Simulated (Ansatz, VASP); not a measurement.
Ga in VASP and in Ansatz

```
Ga
1.0
     1.43550   -4.02435    0.00000
     1.43550    4.02435    0.00000
     0.00000    0.00000    3.17000
Ga
2
Direct
  0.86700 0.13300 0.25000
  0.13300 0.86700 0.75000
```

Change from the starting cell: strain -0.0100 x Voigt [1, 1, 0, 0, 0, 0], atoms carried along.

Alike in both runs: task single point; functional PBEsol; k mesh 18 × 18 × 16; occupations gaussian, width 0.15 eV; no spin polarisation.

|  | VASP | Ansatz |
| --- | --- | --- |
| version | VASP 6.6.1 | Ansatz 0.2.0 |
| potentials or method | VASP PAW PBE potentials, release 64 (Ga_d), cutoff 520 eV | scalar-relativistic, plane waves, PAW |
| valence electrons in the cell | 26 | 26 |

```csv
,VASP,Ansatz,Ansatz less VASP
gap on the k mesh at the Fermi level (eV),none,none,-
pressure (GPa),-0.8,-0.9,-0.13
"traceless stress, the component that is largest in VASP (GPa)",-1.97,-1.97,+0.001
rms of the force components (eV/Å),0.119,0.120,+0.0003
```

VASP's potentials were made for PBE, not for PBEsol. Atom by atom the forces differ by 0.000 eV/Å (rms over components). A gap of «none» marks a metal or a gap that the smearing closes. The functional is the same, so the differences come from potentials, cutoffs and numerics.
